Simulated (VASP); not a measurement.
Set up this calculation in VASP 6.6.1, as the native input.

* Task: single point
* Functional: r2SCAN
* Potentials or basis: VASP PAW PBE potentials, release 64 (Ti_sv, O)
* Cutoff: 520 eV
* k mesh: 6 × 6 × 8
* Occupations: gaussian, width 0.02 eV
* Spin: no spin polarisation
* Hubbard terms: Ti d U = 4.0 eV
* Dipole correction: no
* Further INCAR settings: ALGO = Normal; EDIFF = 1e-07; NBANDS = 33

The system is TiO2.

```xyz
6
Lattice="4.5456 0.0000 0.0000 0.0000 4.5456 0.0000 0.0000 0.0000 3.1279" Properties=species:S:1:pos:R:3 pbc="T T T"
Ti    2.2728    2.2728    0.0000
Ti    0.0000    0.0000    1.5639
O     3.1561    3.1561    1.5639
O     3.6623    0.8833    0.0000
O     0.8833    3.6623    0.0000
O     1.3895    1.3895    1.5639
```

This cell differs from its parent crystal: uniaxial strain along c: +4.5 %.

These files were run (other wordings do the same):

POSCAR

```
TiO2
1.0
    4.5456152433      0.0000000000      0.0000000000
    0.0000000000      4.5456152433      0.0000000000
    0.0000000000      0.0000000000      3.1278684245
Ti O
2 4
Direct
    0.5000000000      0.5000000000      0.0000000000
    0.0000000000      0.0000000000      0.5000000000
    0.6943195301      0.6943195301      0.5000000000
    0.8056804699      0.1943195301      0.0000000000
    0.1943195301      0.8056804699      0.0000000000
    0.3056804699      0.3056804699      0.5000000000
```

INCAR.step1

```
  PREC = Accurate
  ENCUT = 520
  ISMEAR = 0
  SIGMA = 0.02
  LREAL = False
  LASPH = True
  NELM = 150
  LMAXMIX = 4
  LDAU = True
  LDAUTYPE = 2
  LDAUL = 2 -1
  LDAUU = 4 0
  LDAUJ = 0 0
  NBANDS = 33
  GGA = PE
  ALGO = Normal
  EDIFF = 1E-4
  LWAVE = True
  LCHARG = False
```

INCAR.step2

```
  PREC = Accurate
  ENCUT = 520
  EDIFF = 1E-7
  ISMEAR = 0
  SIGMA = 0.02
  LREAL = False
  LASPH = True
  NELM = 150
  ALGO = Normal
  ISIF = 2
  LWAVE = False
  LCHARG = True
  LMAXMIX = 4
  LDAU = True
  LDAUTYPE = 2
  LDAUL = 2 -1
  LDAUU = 4 0
  LDAUJ = 0 0
  LDAUPRINT = 1
  METAGGA = R2SCAN
  LMIXTAU = True
  LELF = True
  LVHAR = True
  NBANDS = 33
  ISTART = 1
```

KPOINTS

```
regular mesh
0
Gamma
  6 6 8
```

Potentials or basis: VASP PAW PBE potentials, release 64 (Ti_sv, O).

Launch:

```sh
$ cat potpaw_PBE.64/Ti_sv/POTCAR potpaw_PBE.64/O/POTCAR > POTCAR
$ cp INCAR.step1 INCAR
$ mpirun -np 1 vasp_std > vasp.out
$ cp INCAR.step2 INCAR
$ mpirun -np 1 vasp_std > vasp.out
```

Results of the run:

The pressure is -2.4 GPa, the largest force is 0.024 eV/Å and the band gap on the k mesh is 2.71 eV, direct.

Caveat: the cell differs from its parent crystal (uniaxial strain along c: +4.5 %); the PAW data sets were made with another functional, which shifts forces and pressure a little.

Run time: 4.5 min on 1 thread of Intel Xeon 6975P-C, with other jobs on the host, peak memory 0.23 GiB.
